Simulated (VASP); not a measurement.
# Bi (Pm-3m) in VASP: a series of runs

The runs below take Bi through single point, with PBE.

Everything below comes from runs of VASP 6.6.1. Logs are shortened: lines on timing, memory, paths and dates and some standing lists are left out, and cuts for length are marked.

### Step 1. The cell of the first run

The structure is cubic, space group Pm-3m (No. 221). Conventional cell: a = 3.255 Å, b = 3.255 Å, c = 3.255 Å, α = 90.00°, β = 90.00°, γ = 90.00°. Within 4.3 Å of Bi (site symmetry m-3m) lie 6 Bi at 3.25 Å.

This isn't the form of Bi at room conditions, which is rhombohedral.

### Step 2. Single point, PBE

The input, INCAR:

```
PREC = Accurate
ENCUT = 520
EDIFF = 1E-7
ISMEAR = -1
SIGMA = 0.06122561905347299
LREAL = F
LASPH = T
NELM = 100
ALGO = Normal
ISIF = 2
LWAVE = F
LCHARG = T
GGA = PE
LELF = T
LVHAR = T
NBANDS = 14
```

The input, KPOINTS:

```
Automatic mesh
0
Gamma
  33 33 33
```

The input, POSCAR:

```
Bi
1.0
    3.2547724819      0.0000000000      0.0000000000
    0.0000000000      3.2547724819      0.0000000000
    0.0000000000      0.0000000000      3.2547724819
Bi
1
Direct
    0.0000000000      0.0000000000      0.0000000000
```

Potentials or basis: VASP PAW PBE potentials, release 64 (Bi_d).

Command:

```console
$ cat potpaw_PBE.64/Bi_d/POTCAR > POTCAR
$ mpirun -np 1 vasp_std > vasp.out
```

OUTCAR:

```text
PREC = Accurate
   ENCUT = 520
   EDIFF = 1E-7
   ISMEAR = -1
   LREAL = F
   LASPH = T
   NELM = 100
   ISIF = 2
   GGA = PE

 ion  position               nearest neighbor table
   1  0.000  0.000  0.000-

  LATTYP: Found a simple cubic cell.
 ALAT       =     3.2547724819

  Lattice vectors:

 A1 = (   3.2547724819,   0.0000000000,   0.0000000000)
 A2 = (   0.0000000000,   3.2547724819,   0.0000000000)
 A3 = (   0.0000000000,   0.0000000000,   3.2547724819)

Analysis of symmetry for initial positions (statically):
=====================================================================
 Subroutine PRICEL returns:
 Original cell was already a primitive cell.

 Routine SETGRP: Setting up the symmetry group for a
 simple cubic supercell.

 Subroutine GETGRP returns: Found 48 space group operations
 (whereof 48 operations were pure point group operations)
 out of a pool of 48 trial point group operations.

The static configuration has the point symmetry O_h .

Analysis of symmetry for dynamics (positions and initial velocities):
=====================================================================
 Subroutine PRICEL returns:
 Original cell was already a primitive cell.

 Routine SETGRP: Setting up the symmetry group for a
 simple cubic supercell.

 Subroutine GETGRP returns: Found 48 space group operations
 (whereof 48 operations were pure point group operations)
 out of a pool of 48 trial point group operations.

The dynamic configuration has the point symmetry O_h .

 Subroutine INISYM returns: Found 48 space group operations
 (whereof 48 operations are pure point group operations),
 and found     1 'primitive' translations

----------------------------------------------------------------------------------------

                                     Primitive cell

  volume of cell :      34.4796

  direct lattice vectors                    reciprocal lattice vectors
     3.254772482  0.000000000  0.000000000     0.307241138  0.000000000  0.000000000
     0.000000000  3.254772482  0.000000000     0.000000000  0.307241138  0.000000000
     0.000000000  0.000000000  3.254772482     0.000000000  0.000000000  0.307241138

  length of vectors
     3.254772482  3.254772482  3.254772482     0.307241138  0.307241138  0.307241138

  position of ions in fractional coordinates (direct lattice)
     0.000000000  0.000000000  0.000000000

  ion indices of the primitive-cell ions
   primitive index   ion index
                 1           1

----------------------------------------------------------------------------------------

 KPOINTS: Automatic mesh

Automatic generation of k-mesh.
 Grid dimensions read from file:
 generate k-points for:   33   33   33

 Generating k-lattice:

  Cartesian coordinates                     Fractional coordinates (reciprocal lattice)
     0.009310338  0.000000000  0.000000000     0.030303030  0.000000000  0.000000000
     0.000000000  0.009310338  0.000000000     0.000000000  0.030303030  0.000000000
     0.000000000  0.000000000  0.009310338     0.000000000  0.000000000  0.030303030

  Length of vectors
     0.009310338  0.009310338  0.009310338

  Shift w.r.t. Gamma in fractional coordinates (k-lattice)
     0.000000000  0.000000000  0.000000000

 Subroutine IBZKPT returns following result:
 ===========================================

 Found    969 irreducible k-points:

 Following reciprocal coordinates:
            Coordinates               Weight
  0.000000  0.000000  0.000000      1.000000
  0.030303  0.000000  0.000000      6.000000
  0.060606  0.000000  0.000000      6.000000
  0.090909  0.000000  0.000000      6.000000
  0.121212  0.000000  0.000000      6.000000
  0.151515  0.000000  0.000000      6.000000
[... 16 lines left out ...]
  0.181818  0.030303  0.000000     24.000000
  0.212121  0.030303  0.000000     24.000000
 [... further k-points ...]
   k-points           NKPTS =    969   k-points in BZ     NKDIM =    969   number of bands    NBANDS=     14
   number of dos      NEDOS =    301   number of ions     NIONS =      1
   total plane-waves  NPLWV =  13824
   dimension x,y,z NGX =    24 NGY =   24 NGZ =   24
   dimension x,y,z NGXF=    48 NGYF=   48 NGZF=   48
   ions per type =               1
   NGX,Y,Z   is equivalent  to a cutoff of  12.26, 12.26, 12.26 a.u.
   NGXF,Y,Z  is equivalent  to a cutoff of  24.52, 24.52, 24.52 a.u.
 SYSTEM =  unknown system
   PREC   = accura    normal or accurate (medium, high low for compatibility)
   ISTART =      0    job   : 0-new  1-cont  2-samecut
   ICHARG =      2    charge: 1-file 2-atom 10-const
   ISPIN  =      1    spin polarized calculation?
   LNONCOLLINEAR =      F non collinear calculations
   LSORBIT =      F    spin-orbit coupling
   LASPH  =      T    aspherical Exc in radial PAW
   ENCUT  =  520.0 eV  38.22 Ry    6.18 a.u.   6.05  6.05  6.05*2*pi/ulx,y,z
   NELM   =    100;   NELMIN=  2; NELMDL= -5     # of ELM steps
   EDIFF  = 0.1E-06   stopping-criterion for ELM
   LREAL  =      F    real-space projection
   EDIFFG = 0.1E-05   stopping-criterion for IOM
   NSW    =      0    number of steps for IOM
   IBRION =     -1    ionic relax: 0-MD 1-quasi-New 2-CG
   NFREE  =      0    steps in history (QN), initial steepest desc. (CG)
   ISIF   =      2    stress and relaxation
   ISYM   =      2    0-nonsym 1-usesym 2-fastsym
   POTIM  = 0.5000    time-step for ionic-motion
   TEBEG  =    0.0;   TEEND  =   0.0 temperature during run
   PSTRESS=    0.0 pullay stress
   NELECT =      15.0000    total number of electrons
   NUPDOWN=      -1.0000    fix difference up-down
   EMIN   =  10.00;   EMAX   =-10.00  energy-range for DOS
   EFERMI =   0.00;   METHOD = LEGACY
   ISMEAR =    -1;   SIGMA  =   0.06  broadening in eV -4-tet -1-fermi 0-gaus
   EFERMI_NEDOS =   21; number of points for ismear=-14 and -15
   IALGO  =     38    algorithm
   IMIX   =      4    mixing-type and parameters
     AMIX     =   0.40;   BMIX     =  1.00
     AMIX_MAG =   1.60;   BMIX_MAG =  1.00
  volume/ion in A,a.u.               =      34.48       232.68
  Fermi-wavevector in a.u.,A,eV,Ry     =   1.240465  2.344139 20.936021  1.538754
  Thomas-Fermi vector in A             =   2.374905
   LORBIT       =      0    0 simple, 1 ext, 2 COOP (PROOUT), +10 PAW based schemes
   GGA     = PE    functional components
   LHFCALC =     F    Hartree Fock is set to
   AEXX    =    0.0000 exact exchange contribution
   IVDW    =     0    specifies the selected vdW correction
   LEPSILON=     F    determine dielectric tensor
   LRPA    =     F    only Hartree local field effects (RPA)
 non-spin polarized calculation
  energy-cutoff  :      520.00
  volume of cell :       34.48
 maximum number of plane-waves:       946
   NGX = 13   NGY = 13   NGZ = 13

 number of electron      14.9999996 magnetization

 Free energy of the ion-electron system (eV)
  ---------------------------------------------------
  ext. energy  EPLUGINS =         0.00000000
  ---------------------------------------------------
  free energy    TOTEN  =        -3.84499449 eV

  energy without entropy =       -3.83800023  energy(sigma->0) =       -3.84149736

 E-fermi :   6.5210     XC(G=0):  -9.6665

 val. band max:        6.5199314645   @ k =   0.2727   0.2424   0.2424
 cond. band min:       6.5266704244   @ k =   0.2424   0.2121   0.1212
 fundamental gap:      0.0067389598
 Fermi energy:         6.5210398429

 k-point     1 :       0.0000    0.0000    0.0000
  band No.  band energies     occupation
      1     -16.4053      2.00000
      2     -16.4053      2.00000
      3     -16.0869      2.00000
      4     -16.0869      2.00000
      5     -16.0869      2.00000
      6      -6.5436      2.00000
      7       9.6879      0.00000
      8       9.6879      0.00000
      9       9.6879      0.00000
     10      12.8500      0.00000
     11      14.3606      0.00000
     12      14.3606      0.00000
     13      23.4526      0.00000
     14      23.4526      0.00000

 k-point     2 :       0.0303    0.0000    0.0000
  band No.  band energies     occupation
      1     -16.4052      2.00000
      2     -16.4029      2.00000
      3     -16.0876      2.00000
      4     -16.0876      2.00000
      5     -16.0868      2.00000
      6      -6.5322      2.00000
      7       9.4960      0.00000
      8       9.7007      0.00000
      9       9.7007      0.00000
     10      12.9457      0.00000
     11      14.3696      0.00000
     12      14.4884      0.00000
     13      23.3643      0.00000
     14      23.4303      0.00000

 k-point     3 :       0.0606    0.0000    0.0000
  band No.  band energies     occupation
      1     -16.4049      2.00000
      2     -16.3958      2.00000
      3     -16.0898      2.00000
      4     -16.0898      2.00000
      5     -16.0866      2.00000
      6      -6.4981      2.00000
      7       9.0129      0.00000
      8       9.7390      0.00000
      9       9.7390      0.00000
     10      13.1333      0.00000
     11      14.3966      0.00000
     12      14.8789      0.00000
     13      23.0880      0.00000
     14      23.3530      0.00000
[... 324 lines left out ...]
 k-point    23 :       0.1818    0.0303    0.0000
  band No.  band energies     occupation
      1     -16.3996      2.00000
      2     -16.3267      2.00000
      3     -16.1118      2.00000
      4     -16.1110      2.00000
      5     -16.0857      2.00000
      6      -6.1318      2.00000
      7       6.2854      1.95828
      8       9.9388      0.00000
      9      10.1414      0.00000
     10      13.8211      0.00000
     11      14.7878      0.00000
     12      18.0650      0.00000
     13      21.0336      0.00000
     14      21.7413      0.00000

 k-point    24 :       0.2121    0.0303    0.0000
  band No.  band energies     occupation
      1     -16.3984      2.00000
      2     -16.3027      2.00000
      3     -16.1193      2.00000
      4     -16.1184      2.00000
      5     -16.0851      2.00000
      6      -5.9930      2.00000
      7       5.5957      2.00000
      8      10.0864      0.00000
      9      10.2889      0.00000
     10      13.9685      0.00000
     11      14.9051      0.00000
     12      19.0056      0.00000
     13      20.5263      0.00000
     14      21.1570      0.00000

 [... further k-points ...]

------------------------ aborting loop because EDIFF is reached ----------------------------------------

  FORCE on cell =-STRESS in cart. coord.  units (eV):
  Direction    XX          YY          ZZ          XY          YZ          ZX
  --------------------------------------------------------------------------------------
  -------------------------------------------------------------------------------------
  Total        0.1888210      0.1888210      0.1888210      0.0000000      0.0000000      0.0000000
  in kB        8.7740282      8.7740282      8.7740282      0.0000000      0.0000000      0.0000000
  external PRESSURE =       8.7740282 kB  Pullay stress =       0.0000000 kB

 VOLUME and BASIS-vectors are now :
 -----------------------------------------------------------------------------
  energy-cutoff  :      520.00
  volume of cell :       34.48
      direct lattice vectors                 reciprocal lattice vectors
     3.254772482  0.000000000  0.000000000     0.307241138  0.000000000  0.000000000
     0.000000000  3.254772482  0.000000000     0.000000000  0.307241138  0.000000000
     0.000000000  0.000000000  3.254772482     0.000000000  0.000000000  0.307241138

 POSITION                                       TOTAL-FORCE (eV/Angst)
 -----------------------------------------------------------------------------------
      0.00000      0.00000      0.00000         0.000000      0.000000      0.000000
 -----------------------------------------------------------------------------------
    total drift:                               -0.000000     -0.000000      0.000000

  FREE ENERGIE OF THE ION-ELECTRON SYSTEM (eV)
  ---------------------------------------------------
  free  energy   TOTEN  =        -3.8449944921 eV

  energy  without entropy=       -3.8380002267  energy(sigma->0) =       -3.84149736
```

Wall time 7.1 min (1 thread of Oxide Virtual Turin-like, shared host); peak memory 0.45 GiB.

Results:

* Free energy: -3.8450 eV
* Pressure: 0.9 GPa
* Band gap on the k mesh: zero (an odd number of electrons rules out a gap without spin polarisation)

Caveat: spin-orbit coupling is left out, which moves the levels of the heavy elements.

### Step 3. Single point, PBE

This run uses another cell than the first one, of 35.18 Å³/atom.

The input, INCAR:

```
SYSTEM = Bi
ALGO = Normal ; EDIFF = 1E-7
ENCUT = 520 ; GGA = PE
ISIF = 2 ; ISMEAR = -1
LASPH = .TRUE. ; LCHARG = .FALSE.
LREAL = .FALSE. ; LWAVE = .FALSE.
NBANDS = 14 ; NELM = 60
PREC = Accurate ; SIGMA = 0.06122561905347299
```

The input, KPOINTS:

```
k-points
0
G
  33 33 33
  0 0 0
```

The input, POSCAR:

```
Bi
1.0
    3.2767648550      0.0000000000      0.0000000000
    0.0000000000      3.2767648550      0.0000000000
    0.0000000000      0.0000000000      3.2767648550
Bi
1
Direct
    0.0000000000      0.0000000000      0.0000000000
```

Potentials or basis: VASP PAW PBE potentials, release 64 (Bi_d).

Command:

```console
$ cat potpaw_PBE.64/Bi_d/POTCAR > POTCAR
$ mpirun -np 1 vasp_std > vasp.out
```

It took 6.2 min on 1 thread of Oxide Virtual Turin-like, shared host; peak memory 0.45 GiB.

The run converged. Its results:

| Property | Result |
| --- | --- |
| Free energy | -3.8470 eV |
| Pressure | -0.1 GPa |
| Band gap on the k mesh | zero (an odd number of electrons rules out a gap without spin polarisation) |

Levels at points of the mesh, in eV from the Fermi level:
| k point | band 5 | band 6 | band 7 | band 8 | band 9 | band 10 |
| --- | --- | --- | --- | --- | --- | --- |
| (0.00, 0.00, 0.00) | -22.60 | -12.93 | 3.12 | 3.12 | 3.12 | 6.22 |

Caveat: spin-orbit coupling is left out, which moves the levels of the heavy elements.

### Step 4. Single point, PBE

This run uses another cell than the first one, of 35.89 Å³/atom.

The input, INCAR:

```
SYSTEM = Bi
ALGO = Normal
EDIFF = 1E-7
ENCUT = 520
GGA = PE
ISIF = 2
ISMEAR = -1
LASPH = .TRUE.
LCHARG = .FALSE.
LREAL = .FALSE.
LWAVE = .FALSE.
NBANDS = 14
NELM = 60
PREC = Accurate
SIGMA = 0.06122561905347299
```

KPOINTS is that of step 3.

The input, POSCAR:

```
Bi
1.0
    3.2984659169      0.0000000000      0.0000000000
    0.0000000000      3.2984659169      0.0000000000
    0.0000000000      0.0000000000      3.2984659169
Bi
1
Direct
    0.0000000000      0.0000000000      0.0000000000
```

Command:

```console
$ cat potpaw_PBE.64/Bi_d/POTCAR > POTCAR
$ mpirun -np 1 vasp_std > vasp.out
```

It took 9 min on 1 thread of Oxide Virtual Turin-like, shared host; peak memory 0.48 GiB.

Results (log left out):

| Item | Value |
| --- | --- |
| Free energy | -3.8450 eV |
| Pressure | -1.0 GPa |
| Band gap on the k mesh | zero (an odd number of electrons rules out a gap without spin polarisation) |

Levels at points of the mesh, in eV from the Fermi level:
```csv
k point,band 4,band 5,band 6,band 7,band 8,band 9,band 10,band 11
"(0.00, 0.00, 0.00)",-22.59,-22.59,-12.81,3.07,3.07,3.07,6.12,7.73
```

Caveat: spin-orbit coupling is left out, which moves the levels of the heavy elements.

### Step 5. Single point, PBE

This run uses another cell than the first one, of 36.59 Å³/atom.

The input, INCAR:

```
ALGO     = Normal         # electronic algorithm
EDIFF    = 1E-7           # SCF threshold, eV
ENCUT    = 520            # plane-wave cutoff, eV
GGA      = PE             # functional
ISIF     = 2              # what is computed and relaxed
ISMEAR   = -1             # smearing method
LASPH    = True           # aspherical terms in the spheres
LCHARG   = False          # write CHGCAR
LREAL    = False          # projectors in reciprocal space
LWAVE    = False          # write WAVECAR
NBANDS   = 14             # bands
NELM     = 80             # most SCF steps
PREC     = Accurate       # precision mode
SIGMA    = 0.06122561905347299 # smearing width, eV
```

The input, KPOINTS:

```
k-points
0
Gamma
  33 33 33
```

The input, POSCAR:

```
Bi
1.0
    3.3198851269      0.0000000000      0.0000000000
    0.0000000000      3.3198851269      0.0000000000
    0.0000000000      0.0000000000      3.3198851269
Bi
1
Direct
    0.0000000000      0.0000000000      0.0000000000
```

Command:

```console
$ cat potpaw_PBE.64/Bi_d/POTCAR > POTCAR
$ mpirun -np 1 vasp_std > vasp.out
```

Wall time 10 min (1 thread of Oxide Virtual Turin-like, shared host); peak memory 0.49 GiB.

It converged, with:

- Free energy: -3.8393 eV
- Pressure: -1.7 GPa
- Band gap on the k mesh: zero (an odd number of electrons rules out a gap without spin polarisation)

Levels at points of the mesh, in eV from the Fermi level:
```csv
k point,band 3,band 4,band 5,band 6,band 7,band 8,band 9,band 10,band 11,band 12
"(0.00, 0.00, 0.00)",-22.58,-22.58,-22.58,-12.69,3.02,3.02,3.02,6.02,7.68,7.68
```

Caveat: spin-orbit coupling is left out, which moves the levels of the heavy elements.

### Step 6. The runs side by side

| cell | gap on the mesh (eV) | pressure (GPa) |
| --- | --- | --- |
| a = 3.255 Å, 1 atom | none | 0.9 |
| a = 3.277 Å, 1 atom | none | -0.1 |
| a = 3.298 Å, 1 atom | none | -1.0 |
| a = 3.320 Å, 1 atom | none | -1.7 |

Alike in all rows: task single point; level PBE; potentials or basis VASP PAW PBE potentials, release 64 (Bi_d); no spin polarisation; k mesh 33 × 33 × 33; cutoff (eV) 520; smearing fermi-dirac 0.0612256 eV.

Caveats: spin-orbit coupling is left out, which moves the levels of the heavy elements.

Total energies depend on the potentials used, so only differences within one code and one set of settings carry meaning.
